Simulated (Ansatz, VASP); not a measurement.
**C in VASP and in Ansatz**

```
C
1.0
     0.00000    1.90262    1.88937
     1.50532    0.00000    1.88937
     1.50532    1.90262    0.00000
C
2
Direct
  0.50000 0.50000 0.50000
  0.75000 0.75000 0.75000
```

Change from the starting cell: strain +e along x and -e along y -0.1125, strain +e along z and -e/2 along x and y +0.0700.

Alike in both runs: task single point; functional LDA; k mesh 12 × 12 × 12; occupations gaussian, width 0.05 eV; no spin polarisation.

|  | VASP | Ansatz |
| --- | --- | --- |
| version | VASP 6.6.1 | Ansatz 0.2.0 |
| potentials or method | VASP PAW LDA potentials, release 64 (C), cutoff 520 eV | scalar-relativistic, plane waves, PAW |
| valence electrons in the cell | 8 | 8 |

|  | VASP | Ansatz | Ansatz less VASP |
| --- | --- | --- | --- |
| gap on the k mesh at the Fermi level (eV) | none | none | - |
| pressure (GPa) | 10.1 | 8.4 | -1.72 |
| traceless stress, the component that is largest in VASP (GPa) | 109.95 | 110.22 | +0.272 |

Ansatz warns that its potentials were made for another functional, while VASP's fit it. LDA's correlation is that of Perdew and Zunger in VASP and of Perdew and Wang (1992) in Ansatz. A gap of «none» marks a metal or a gap that the smearing closes.
